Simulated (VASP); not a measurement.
SbOs: single point with PBE

The system is SbOs.

```xyz
2
Lattice="0.0000 2.7136 2.7136 2.7136 0.0000 2.7136 2.7136 2.7136 0.0000" Properties=species:S:1:pos:R:3 pbc="T T T"
Os    2.7136    2.7136    2.7136
Sb    0.0000    0.0000    0.0000
```

- Program: VASP 6.6.1
- Task: single point
- Functional: PBE
- Potentials or basis: VASP PAW PBE potentials, release 64 (Os, Sb)
- Cutoff: 520 eV
- k mesh: 12 × 12 × 12
- Occupations: gaussian, width 0.05 eV
- Spin: no spin polarisation
- Dipole correction: no
- Further INCAR settings: ALGO = Normal; EDIFF = 1e-06; NBANDS = 14

```json
{
 "Pressure": "-0.3 GPa"
}
```

Levels at points of the mesh, in eV from the Fermi level:
| k point | band 4 | band 5 | band 6 | band 7 | band 8 | band 9 |
| --- | --- | --- | --- | --- | --- | --- |
| (0.00, 0.00, 0.00) | -1.80 | -1.50 | -1.50 | 1.62 | 1.62 | 1.62 |
| (0.50, 0.00, 0.00) | -3.87 | -0.58 | -0.58 | -0.17 | 4.49 | 6.35 |
| (0.50, 0.50, 0.00) | -1.20 | -1.20 | -0.89 | -0.05 | -0.05 | 0.01 |

Run time: 18 s on 1 thread of Intel(R) Xeon(R) 6975P-C (Granite Rapids), with other jobs on the host, peak memory 0.19 GiB.

Caveat: spin-orbit coupling is left out, which moves the levels of the heavy elements.
